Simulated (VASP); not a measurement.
# HgTe (Imm2) in VASP: a series of runs

Runs on HgTe. Level: PBE. Tasks: single point.

Program: VASP 6.6.1. These are calculated values, not measurements. Logs are shortened: lines on timing, memory, paths and dates and some standing lists are left out, and cuts for length are marked.

### 1 The cell of the first run

It takes space group Imm2 (No. 44, orthorhombic). Conventional cell: a = 4.519 Å, b = 4.599 Å, c = 6.447 Å, α = 90.00°, β = 90.00°, γ = 90.00°. Hg (site symmetry mm2) has 4 Te at 2.78 to 2.81 Å within 3.7 Å. Te (site symmetry mm2) has 4 Hg at 2.78 to 2.81 Å within 3.7 Å.

### 2 Single point, PBE (strain +0.0175 x Voigt [0, 0, 0, 0, 0, 1])

The input, INCAR:

```
SYSTEM = HgTe
PREC = Accurate
ENCUT = 520
EDIFF = 1E-6
ISMEAR = 0
SIGMA = 0.15
LREAL = .FALSE.
LASPH = .TRUE.
NELM = 60
ALGO = Normal
ISIF = 2
LWAVE = .FALSE.
LCHARG = .FALSE.
GGA = PE
NBANDS = 16
```

The input, KPOINTS:

```
Automatic mesh
0
G
  14 14 14
  0 0 0
```

The input, POSCAR:

```
HgTe
1.0
    0.0282056250      3.2235000000      3.2235000000
    3.2235000000      0.0282056250      3.2235000000
    3.2517056250      3.2517056250      0.0000000000
Hg Te
1 1
Direct
    0.0000000000      0.0000000000      0.0000000000
    0.7500000000      0.7500000000      0.7500000000
```

Potentials or basis: VASP PAW PBE potentials, release 64 (Hg, Te).

On the command line:

```console
$ cat potpaw_PBE.64/Hg/POTCAR potpaw_PBE.64/Te/POTCAR > POTCAR
$ mpirun -np 1 vasp_std > vasp.out
```

OUTCAR:

```text
SYSTEM = HgTe
   PREC = Accurate
   ENCUT = 520
   EDIFF = 1E-6
   ISMEAR = 0
   LREAL = .FALSE.
   LASPH = .TRUE.
   NELM = 60
   ISIF = 2
   GGA = PE

 ion  position               nearest neighbor table
   1  0.000  0.000  0.000-   2 2.78   2 2.78   2 2.81   2 2.81
   2  0.750  0.750  0.750-   1 2.78   1 2.78   1 2.81   1 2.81

  LATTYP: Found a body centered orthorhombic cell.
 ALAT       =     4.5188286409
 B/A-ratio  =     1.0176544767
 C/A-ratio  =     1.4266971625

  Lattice vectors:

 A1 = (   3.2235000000,   0.0282056250,  -3.2235000000)
 A2 = (  -3.2235000000,  -0.0282056250,  -3.2235000000)
 A3 = (   0.0282056250,   3.2235000000,   3.2235000000)

Analysis of symmetry for initial positions (statically):
=====================================================================
 Subroutine PRICEL returns:
 Original cell was already a primitive cell.

 Routine SETGRP: Setting up the symmetry group for a
 body centered orthorhombic supercell.

 Subroutine GETGRP returns: Found  4 space group operations
 (whereof  4 operations were pure point group operations)
 out of a pool of  8 trial point group operations.

The static configuration has the point symmetry C_2v.

Analysis of symmetry for dynamics (positions and initial velocities):
=====================================================================
 Subroutine PRICEL returns:
 Original cell was already a primitive cell.

 Routine SETGRP: Setting up the symmetry group for a
 body centered orthorhombic supercell.

 Subroutine GETGRP returns: Found  4 space group operations
 (whereof  4 operations were pure point group operations)
 out of a pool of  8 trial point group operations.

The dynamic configuration has the point symmetry C_2v.

 Subroutine INISYM returns: Found  4 space group operations
 (whereof  4 operations are pure point group operations),
 and found     1 'primitive' translations

----------------------------------------------------------------------------------------

                                     Primitive cell

  volume of cell :      66.9853

  direct lattice vectors                    reciprocal lattice vectors
     0.028205625  3.223500000  3.223500000    -0.156480105  0.156480105  0.155110904
     3.223500000  0.028205625  3.223500000     0.156480105 -0.156480105  0.155110904
     3.251705625  3.251705625  0.000000000     0.153765457  0.153765457 -0.155110904

  length of vectors
     4.558804674  4.558804674  4.598606196     0.270243296  0.270243296  0.267108637

  position of ions in fractional coordinates (direct lattice)
     0.000000000  0.000000000  0.000000000
     0.750000000  0.750000000  0.750000000

  ion indices of the primitive-cell ions
   primitive index   ion index
                 1           1
                 2           2

----------------------------------------------------------------------------------------

 KPOINTS: Automatic mesh

Automatic generation of k-mesh.
 Grid dimensions read from file:
 generate k-points for:   14   14   14

 Generating k-lattice:

  Cartesian coordinates                     Fractional coordinates (reciprocal lattice)
    -0.011177150  0.011177150  0.011079350     0.071428571 -0.000000000  0.000000000
     0.011177150 -0.011177150  0.011079350    -0.000000000  0.071428571  0.000000000
     0.010983247  0.010983247 -0.011079350     0.000000000  0.000000000  0.071428571

  Length of vectors
     0.019303093  0.019303093  0.019079188

  Shift w.r.t. Gamma in fractional coordinates (k-lattice)
     0.000000000  0.000000000  0.000000000

 Subroutine IBZKPT returns following result:
 ===========================================

 Found    428 irreducible k-points:

 Following reciprocal coordinates:
            Coordinates               Weight
  0.000000  0.000000  0.000000      1.000000
  0.071429 -0.000000  0.000000      4.000000
  0.142857 -0.000000  0.000000      4.000000
  0.214286 -0.000000  0.000000      4.000000
  0.285714 -0.000000  0.000000      4.000000
  0.357143 -0.000000  0.000000      4.000000
[... 16 lines left out ...]
  0.214286  0.142857  0.000000      4.000000
  0.285714  0.142857  0.000000      4.000000
 [... further k-points ...]
   k-points           NKPTS =    428   k-points in BZ     NKDIM =    428   number of bands    NBANDS=     16
   number of dos      NEDOS =    301   number of ions     NIONS =      2
   total plane-waves  NPLWV =  46656
   dimension x,y,z NGX =    36 NGY =   36 NGZ =   36
   dimension x,y,z NGXF=    72 NGYF=   72 NGZF=   72
   ions per type =               1   1
   NGX,Y,Z   is equivalent  to a cutoff of  13.13, 13.13, 13.01 a.u.
   NGXF,Y,Z  is equivalent  to a cutoff of  26.26, 26.26, 26.03 a.u.
 SYSTEM =  HgTe
   PREC   = accura    normal or accurate (medium, high low for compatibility)
   ISTART =      0    job   : 0-new  1-cont  2-samecut
   ICHARG =      2    charge: 1-file 2-atom 10-const
   ISPIN  =      1    spin polarized calculation?
   LNONCOLLINEAR =      F non collinear calculations
   LSORBIT =      F    spin-orbit coupling
   LASPH  =      T    aspherical Exc in radial PAW
   ENCUT  =  520.0 eV  38.22 Ry    6.18 a.u.   8.48  8.48  8.55*2*pi/ulx,y,z
   NELM   =     60;   NELMIN=  2; NELMDL= -5     # of ELM steps
   EDIFF  = 0.1E-05   stopping-criterion for ELM
   LREAL  =      F    real-space projection
   EDIFFG = 0.1E-04   stopping-criterion for IOM
   NSW    =      0    number of steps for IOM
   IBRION =     -1    ionic relax: 0-MD 1-quasi-New 2-CG
   NFREE  =      0    steps in history (QN), initial steepest desc. (CG)
   ISIF   =      2    stress and relaxation
   ISYM   =      2    0-nonsym 1-usesym 2-fastsym
   POTIM  = 0.5000    time-step for ionic-motion
   TEBEG  =    0.0;   TEEND  =   0.0 temperature during run
   PSTRESS=    0.0 pullay stress
   NELECT =      18.0000    total number of electrons
   NUPDOWN=      -1.0000    fix difference up-down
   EMIN   =  10.00;   EMAX   =-10.00  energy-range for DOS
   EFERMI =   0.00;   METHOD = LEGACY
   ISMEAR =     0;   SIGMA  =   0.15  broadening in eV -4-tet -1-fermi 0-gaus
   EFERMI_NEDOS =   21; number of points for ismear=-14 and -15
   IALGO  =     38    algorithm
   IMIX   =      4    mixing-type and parameters
     AMIX     =   0.40;   BMIX     =  1.00
     AMIX_MAG =   1.60;   BMIX_MAG =  1.00
  volume/ion in A,a.u.               =      33.49       226.02
  Fermi-wavevector in a.u.,A,eV,Ry     =   1.056426  1.996356 15.184590  1.116036
  Thomas-Fermi vector in A             =   2.191661
   LORBIT       =      0    0 simple, 1 ext, 2 COOP (PROOUT), +10 PAW based schemes
   GGA     = PE    functional components
   LHFCALC =     F    Hartree Fock is set to
   AEXX    =    0.0000 exact exchange contribution
   IVDW    =     0    specifies the selected vdW correction
   LEPSILON=     F    determine dielectric tensor
   LRPA    =     F    only Hartree local field effects (RPA)
 non-spin polarized calculation
 Gauss-broadening in eV      SIGMA  =   0.15
  energy-cutoff  :      520.00
  volume of cell :       66.99
 maximum number of plane-waves:      1827
 NGX is ok and might be reduce to    36
   NGX = 17   NGY = 17   NGZ = 17

 number of electron      18.0000001 magnetization

 Free energy of the ion-electron system (eV)
  ---------------------------------------------------
  ext. energy  EPLUGINS =         0.00000000
  ---------------------------------------------------
  free energy    TOTEN  =        -3.56975324 eV

  energy without entropy =       -3.56955101  energy(sigma->0) =       -3.56965213

 E-fermi :   3.3211     XC(G=0):  -8.7803

 val. band max:        3.2107246667   @ k =   0.0000   0.0000   0.0000
 cond. band min:       3.5539609035   @ k =   0.0000   0.0000   0.0714
 fundamental gap:      0.3432362368
 Fermi energy:         3.3211024604

 k-point     1 :       0.0000    0.0000    0.0000
  band No.  band energies     occupation
      1      -8.8642      2.00000
      2      -4.2332      2.00000
      3      -4.2197      2.00000
      4      -4.2062      2.00000
      5      -3.6798      2.00000
      6      -3.6795      2.00000
[... 8 lines left out ...]
     15      12.7463      0.00000
     16      12.7486      0.00000

 k-point     2 :       0.0714   -0.0000    0.0000
  band No.  band energies     occupation
      1      -8.8374      2.00000
      2      -4.2254      2.00000
      3      -4.2115      2.00000
      4      -4.1985      2.00000
      5      -3.6808      2.00000
      6      -3.6806      2.00000
[... 8 lines left out ...]
     15      12.2273      0.00000
     16      12.2708      0.00000

 k-point     3 :       0.1429   -0.0000    0.0000
  band No.  band energies     occupation
      1      -8.7609      2.00000
      2      -4.2000      2.00000
      3      -4.1852      2.00000
      4      -4.1775      2.00000
      5      -3.6829      2.00000
      6      -3.6829      2.00000
[... 8 lines left out ...]
     15      11.7799      0.00000
     16      11.8467      0.00000

 k-point     4 :       0.2143   -0.0000    0.0000
  band No.  band energies     occupation
      1      -8.6467      2.00000
      2      -4.1659      2.00000
      3      -4.1487      2.00000
      4      -4.1233      2.00000
      5      -3.6835      2.00000
      6      -3.6833      2.00000
[... 8 lines left out ...]
     15      11.5894      0.00000
     16      11.6794      0.00000
[... 324 lines left out ...]
 k-point    22 :       0.1429    0.1429    0.0000
  band No.  band energies     occupation
      1      -8.7292      2.00000
      2      -4.2048      2.00000
      3      -4.1794      2.00000
      4      -4.1492      2.00000
      5      -3.6990      2.00000
      6      -3.6676      2.00000
[... 8 lines left out ...]
     15      11.2969      0.00000
     16      12.8476      0.00000

 k-point    23 :       0.2143    0.1429    0.0000
  band No.  band energies     occupation
      1      -8.6449      2.00000
      2      -4.1848      2.00000
      3      -4.1424      2.00000
      4      -4.1181      2.00000
      5      -3.7044      2.00000
      6      -3.6626      2.00000
[... 8 lines left out ...]
     15      11.9514      0.00000
     16      12.6670      0.00000

 k-point    24 :       0.2857    0.1429    0.0000
  band No.  band energies     occupation
      1      -8.5312      2.00000
      2      -4.1516      2.00000
      3      -4.0851      2.00000
      4      -4.0703      2.00000
      5      -3.7008      2.00000
      6      -3.6578      2.00000
[... 8 lines left out ...]
     15      12.3272      0.00000
     16      12.5953      0.00000

 [... further k-points ...]
[... 5 lines left out ...]
  --------------------------------------------------------------------------------------
  -------------------------------------------------------------------------------------
  Total        1.7402295      1.7402295      1.7373567     -0.3239840      0.0000000      0.0000000
  in kB       41.6233793     41.6233793     41.5546671     -7.7491545      0.0000000      0.0000000
  external PRESSURE =      41.6004752 kB  Pullay stress =       0.0000000 kB

 VOLUME and BASIS-vectors are now :
 -----------------------------------------------------------------------------
  energy-cutoff  :      520.00
  volume of cell :       66.99
      direct lattice vectors                 reciprocal lattice vectors
     0.028205625  3.223500000  3.223500000    -0.156480105  0.156480105  0.155110904
     3.223500000  0.028205625  3.223500000     0.156480105 -0.156480105  0.155110904
     3.251705625  3.251705625  0.000000000     0.153765457  0.153765457 -0.155110904

 POSITION                                       TOTAL-FORCE (eV/Angst)
 -----------------------------------------------------------------------------------
      0.00000      0.00000      0.00000         0.000000      0.000000     -0.119164
      4.87756      4.87756      4.83525        -0.000000     -0.000000      0.119164
 -----------------------------------------------------------------------------------
    total drift:                                0.000000      0.000000      0.000283

  FREE ENERGIE OF THE ION-ELECTRON SYSTEM (eV)
  ---------------------------------------------------
  free  energy   TOTEN  =        -3.5697532405 eV

  energy  without entropy=       -3.5695510097  energy(sigma->0) =       -3.56965213
```

Run time: 2.4 min. Hardware: 1 thread of Intel Xeon 6975P-C (Granite Rapids), shared host; peak memory 0.58 GiB.

What came out:

| Item | Value |
| --- | --- |
| Free energy | -3.5698 eV |
| Pressure | 4.2 GPa |
| Largest force | 0.119 eV/Å |

Forces in eV/Å, atoms in the order of the input:
```
Hg   0.000  0.000 -0.119
Te   0.000  0.000  0.119
```

Caveat: the cell differs from its parent crystal (strain +0.0175 x Voigt [0, 0, 0, 0, 0, 1]); the cell stands under pressure; spin-orbit coupling is left out, which moves the levels of the heavy elements.

[end of part 1 of 2]
